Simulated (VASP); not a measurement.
GaC3, 4 atoms in the cell. It takes space group Pm-3m (No. 221, cubic). Conventional cell: a = 3.319 Å, b = 3.319 Å, c = 3.319 Å, α = 90.00°, β = 90.00°, γ = 90.00°. Ga (site symmetry m-3m) has 12 C at 2.35 Å within 3.1 Å. Within 3.1 Å of C (site symmetry 4/mmm) lie 4 Ga at 2.35 Å and 8 C at 2.35 Å. 

| Property | Result |
| --- | --- |
| Program | VASP 6.6.1 |
| Task | relaxation of cell and atoms |
| Functional | PBE |
| Potentials or basis | VASP PAW PBE potentials, release 64 (Ga_d, C) |
| Cutoff | 600 eV |
| k mesh | 7 × 7 × 7 |
| Occupations | methfessel-paxton, width 0.1 eV |
| Spin | no spin polarisation |
| Dipole correction | no |
| Further INCAR settings | ALGO = Normal; EDIFF = 1e-07; IBRION = 2; EDIFFG = -0.01; NSW = 50; ISIF = 3 |

Potentials or basis: VASP PAW PBE potentials, release 64 (Ga_d, C).

Run with:

```console
$ cat potpaw_PBE.64/Ga_d/POTCAR potpaw_PBE.64/C/POTCAR > POTCAR
$ mpirun -np 1 vasp_std > vasp.out
```

Hardware: 1 thread of AMD EPYC 7R13 (shared host).

Task: Estimate the wall time of this run.

Result: Run time: 41 s on 1 thread of AMD EPYC 7R13 (shared host), peak memory 0.13 GiB. Counts: scf iterations 25, k points 20, ion steps 3.
